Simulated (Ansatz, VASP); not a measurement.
**One calculation of Sr2CuSi3, two programs**

INCAR

```
SYSTEM = Sr2CuSi3
ALGO = Normal
EDIFF = 1E-7
ENCUT = 520
GGA = PE
ISIF = 2
ISMEAR = 0
LASPH = .True.
LCHARG = .True.
LELF = .True.
LREAL = .False.
LVHAR = .True.
LWAVE = .False.
NBANDS = 30
NELM = 100
PREC = Accurate
SIGMA = 0.0182
```

File KPOINTS:

```
k-points
0
Gamma
  5 5 5
  0 0 0
```

Contents of POSCAR:

```
Sr2CuSi3
1.0
    0.0000000000      0.0000000000      3.7870060000
    0.0000000000     -4.2331400000      0.0000000000
    6.8732440000      2.1165700000     -1.8935030000
Si Sr Cu
3 2 1
Direct
    0.0000000000      0.0000000000      0.0000000000
    0.1547000000      0.6547000000      0.3094000000
    0.8453000000      0.3453000000      0.6906000000
    0.3521000000      0.8521000000      0.7042000000
    0.6479000000      0.1479000000      0.2958000000
    0.0000000000      0.5000000000      0.0000000000
```

Input for Ansatz:

```yaml
crystal:
  lattice:
    - [0.0, 0.0, 3.787006]
    - [0.0, -4.23314, 0.0]
    - [6.873244, 2.11657, -1.893503]
  atoms:
    - { symbol: Si, position: [0.0, 0.0, 0.0] }
    - { symbol: Sr, position: [0.3521, 0.8521, 0.7042] }
    - { symbol: Sr, position: [0.6479, 0.1479, 0.2958] }
    - { symbol: Cu, position: [0.0, 0.5, 0.0] }
    - { symbol: Si, position: [0.1547, 0.6547, 0.3094] }
    - { symbol: Si, position: [0.8453, 0.3453, 0.6906] }
  symmetry: { tolerance: 0.0003 }
kpoints:
  mp_grid: { grid: [5, 5, 5], shift: [0, 0, 0] }
magnetization:
  spin_polarized: false
scf:
  occupations: { method: gaussian, width: 0.0182 }
hamiltonian:
  pseudopotentials: { kind: paw }
  xc: pbe
basis:
  ecutwfc: 420
output:
  forces: true
  stress: true
  eigenvalues: true
```

Alike in both runs: task single point; functional PBE; k mesh 5 × 5 × 5; occupations gaussian, width 0.0182 eV; no spin polarisation.

```csv
,VASP,Ansatz
version,VASP 6.6.1,Ansatz 0.2.0
potentials or method,"VASP PAW PBE potentials, release 64 (Si, Sr_sv, Cu), cutoff 520 eV",PAW plane waves
valence electrons in the cell,43,51
```

VASP gave:

* gap on the k mesh at the Fermi level (eV): none
* rms of the force components (eV/Å): 0.178

Q: Estimate Ansatz's values.

A: gap on the k mesh at the Fermi level (eV): none; rms of the force components (eV/Å): 0.183.

A gap of «none» marks a metal or a gap that the smearing closes. VASP's potentials hold 43 valence electrons a cell and Ansatz's 51, so a difference there can come from the potentials and not from the codes.
